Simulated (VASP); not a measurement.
Input of a VASP 6.6.1 run:

Contents of POSCAR:

```
Au
1.0
   -1.6572690000      1.6572690000      1.6572690000
    1.6572690000     -1.6572690000      1.6572690000
    1.6572690000      1.6572690000     -1.6572690000
Au
1
Direct
    0.0000000000      0.0000000000      0.0000000000
```

INCAR.step1

```
PREC = Accurate
ENCUT = 600
ISMEAR = -1
SIGMA = 0.05
LREAL = False
LASPH = True
NELM = 100
GGA = PE
ALGO = Normal
EDIFF = 1E-4
LWAVE = True
LCHARG = False
```

Contents of INCAR.step2:

```
PREC = Accurate
ENCUT = 600
EDIFF = 1E-6
ISMEAR = -1
SIGMA = 0.05
LREAL = False
LASPH = True
NELM = 100
ALGO = Normal
ISIF = 3
LWAVE = False
LCHARG = False
METAGGA = R2SCAN
LMIXTAU = True
IBRION = 2
NSW = 60
EDIFFG = -0.01
PSTRESS = 200.0
ISTART = 1
```

File KPOINTS:

```
regular mesh
0
Gamma
  11 11 11
```

Potentials or basis: VASP PAW PBE potentials, release 64 (Au).

Launch:

```bash
$ cat potpaw_PBE.64/Au/POTCAR > POTCAR
$ cp INCAR.step1 INCAR
$ mpirun -np 1 vasp_std > vasp.out
$ cp INCAR.step2 INCAR
$ mpirun -np 1 vasp_std > vasp.out
```

(1) Estimate the relaxed volume.

(2) What does it give for the relaxed cell?

(3) What does it give for the space group after relaxing (to 0.05 Å)?

## Answers

(1) 16.01 Å³/atom.

(2) a = 2.750 Å, b = 2.750 Å, c = 2.750 Å, α = 109.47°, β = 109.47°, γ = 109.47°.

(3) Im-3m (No. 229).

Caveat: the cell is relaxed towards a set pressure, so the enthalpy falls and the energy may rise; the PAW data sets were made with another functional, which shifts forces and pressure a little.
